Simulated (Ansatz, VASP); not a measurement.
**Two plane-wave programs on AlNi3**

File INCAR:

```
SYSTEM = AlNi3
  PREC = Accurate
  ENCUT = 520
  EDIFF = 1E-6
  ISMEAR = 1
  SIGMA = 0.3
  LREAL = .False.
  LASPH = .True.
  NELM = 60
  ALGO = Normal
  ISIF = 2
  LWAVE = .False.
  LCHARG = .True.
  GGA = PE
  LELF = .True.
  LVHAR = .True.
  NBANDS = 24
```

KPOINTS

```
regular mesh
0
Gamma
  14 14 14
  0 0 0
```

Contents of POSCAR:

```
AlNi3
1.0
    0.0000000000      2.8018887551      2.8018887551
    2.8018887551      0.0000000000      2.8018887551
    2.8018887551      2.8018887551      0.0000000000
Al Ni
1 3
Direct
    0.5000000000      0.5000000000      0.5000000000
    0.2500000000      0.2500000000      0.2500000000
    0.0000000000      0.0000000000      0.0000000000
    0.7500000000      0.7500000000      0.7500000000
```

Input for Ansatz:

```yaml
crystal:
  lattice:
    - [0.0, 2.8018887551, 2.8018887551]
    - [2.8018887551, 0.0, 2.8018887551]
    - [2.8018887551, 2.8018887551, 0.0]
  atoms:
    - { symbol: Al, position: [0.5, 0.5, 0.5] }
    - { symbol: Ni, position: [0.25, 0.25, 0.25] }
    - { symbol: Ni, position: [0.0, 0.0, 0.0] }
    - { symbol: Ni, position: [0.75, 0.75, 0.75] }
basis:
  ecutwfc: 420
kpoints:
  mp_grid: { grid: [14, 14, 14] }
hamiltonian:
  xc: pbe
scf:
  occupations: { method: methfessel_paxton, width: 0.3 }
output:
  forces: true
  stress: true
  eigenvalues: true
```

Alike in both runs: task single point; functional PBE; k mesh 14 × 14 × 14; occupations methfessel-paxton of order 1, width 0.3 eV; no spin polarisation.

|  | VASP | Ansatz |
| --- | --- | --- |
| version | VASP 6.6.1 | Ansatz 0.2.0 |
| potentials or method | VASP PAW PBE potentials, release 64 (Al, Ni), cutoff 520 eV | scalar-relativistic, plane waves, PAW |
| valence electrons in the cell | 33 | 57 |

```csv
,VASP,Ansatz,Ansatz less VASP
gap on the k mesh at the Fermi level (eV),none,none,-
pressure (GPa),6.9,6.9,-0.05
```

A gap of «none» marks a metal or a gap that the smearing closes. VASP's potentials hold 33 valence electrons a cell and Ansatz's 57, so a difference there can come from the potentials and not from the codes.
